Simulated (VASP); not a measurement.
Input of a VASP 6.6.1 run:

File INCAR:

```
PREC     = Accurate       # precision mode
ENCUT    = 520            # plane-wave cutoff, eV
EDIFF    = 1E-6           # SCF threshold, eV
ISMEAR   = 0              # smearing method
SIGMA    = 0.1            # smearing width, eV
LREAL    = False          # projectors in reciprocal space
LASPH    = True           # aspherical terms in the spheres
NELM     = 150            # most SCF steps
ALGO     = Fast           # electronic algorithm
ISIF     = 2              # what is computed and relaxed
LWAVE    = False          # write WAVECAR
LCHARG   = True           # write CHGCAR
ISPIN    = 2              # spin polarisation
MAGMOM   = 0 1            # initial moments
LORBIT   = 11             # projections on sites
LMAXMIX  = 4              # l up to which the mixer works
GGA      = PE             # functional
LELF     = True           # ELF
LVHAR    = True         
NBANDS   = 24             # bands
```

Contents of KPOINTS:

```
Automatic mesh
0
Gamma
  18 18 10
```

POSCAR

```
AgRh
1.0
    2.7775881998      0.0000000000      0.0000000000
   -1.3887940999      2.4054619423      0.0000000000
    0.0000000000      0.0000000000      4.8086020000
Ag Rh
1 1
Direct
    0.0000000000      0.0000000000      0.5000000000
    0.6666666667      0.3333333333      0.0000000000
```

Potentials or basis: VASP PAW PBE potentials, release 64 (Ag, Rh_pv).

The run is started by

```console
$ cat potpaw_PBE.64/Ag/POTCAR potpaw_PBE.64/Rh_pv/POTCAR > POTCAR
$ mpirun -np 1 vasp_std > vasp.out
```

Problem. Estimate the site moments.

Solution. Ag +0.01; Rh +0.49 μB.

Problem. Predict the net moment.

Solution. 0.50 μB per cell.

Stress tensor (GPa, compression positive):
```
-1.90  0.00  0.00
 0.00 -1.90  0.00
 0.00  0.00 -2.31
```
